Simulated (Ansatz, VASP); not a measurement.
**SnO2 in VASP and in Ansatz**

File INCAR:

```
  PREC = Accurate
  ENCUT = 520
  EDIFF = 1E-6
  ISMEAR = 0
  SIGMA = 0.05
  LREAL = F
  LASPH = T
  NELM = 60
  ALGO = Normal
  ISIF = 2
  LWAVE = F
  LCHARG = F
  GGA = CA
  NBANDS = 35
```

Contents of KPOINTS:

```
Automatic mesh
0
Gamma
  6 6 8
```

File POSCAR:

```
SnO2
1.0
    4.7920905482      0.0000000000      0.0000000000
    0.0000000000      4.7951101770      0.0000000000
    0.0000000000      0.0000000000      3.2378696909
Sn O
2 4
Direct
    0.5000000000      0.5000000000      0.5000000000
    0.0000000000      0.0000000000      0.0000000000
    0.3055669685      0.3065721192      0.0000000000
    0.8055669685      0.1934278808      0.5000000000
    0.1944330315      0.8065721192      0.5000000000
    0.6944330315      0.6934278808      0.0000000000
```

Input for Ansatz:

```yaml
crystal:
  lattice:
    - [4.7920905482, 0.0, 0.0]
    - [0.0, 4.795110177, 0.0]
    - [0.0, 0.0, 3.2378696909]
  atoms:
    - { symbol: Sn, position: [0.5, 0.5, 0.5] }
    - { symbol: Sn, position: [0.0, 0.0, 0.0] }
    - { symbol: O, position: [0.3055669685, 0.3065721192, 0.0] }
    - { symbol: O, position: [0.8055669685, 0.1934278808, 0.5] }
    - { symbol: O, position: [0.1944330315, 0.8065721192, 0.5] }
    - { symbol: O, position: [0.6944330315, 0.6934278808, 0.0] }
basis:
  ecutwfc: 420
kpoints:
  mp_grid: { grid: [6, 6, 8] }
hamiltonian:
  xc: lda
scf:
  occupations: { method: gaussian, width: 0.05 }
output:
  forces: true
  stress: true
  eigenvalues: true
```

Change from the starting cell: strain +0.015 along x and y, +0.015 along z, atoms carried along.

Alike in both runs: task single point; functional LDA; k mesh 6 × 6 × 8; occupations gaussian, width 0.05 eV; no spin polarisation.

|  | VASP | Ansatz |
| --- | --- | --- |
| version | VASP 6.6.1 | Ansatz 0.2.0 |
| potentials or method | VASP PAW LDA potentials, release 64 (Sn_d, O), cutoff 520 eV | scalar-relativistic, plane waves, PAW |
| valence electrons in the cell | 52 | 52 |

```tsv
	VASP	Ansatz	Ansatz less VASP
gap on the k mesh at the Fermi level (eV)	0.68	0.65	-0.033
least direct gap on the mesh (eV)	0.68	0.65	-0.033
pressure (GPa)	-7.8	-8.7	-0.90
traceless stress, the component that is largest in VASP (GPa)	-1.33	-1.58	-0.257
rms of the force components (eV/Å)	0.058	0.066	+0.0086
```

LDA's correlation is that of Perdew and Zunger in VASP and of Perdew and Wang (1992) in Ansatz. Atom by atom the forces differ by 0.009 eV/Å (rms over components).
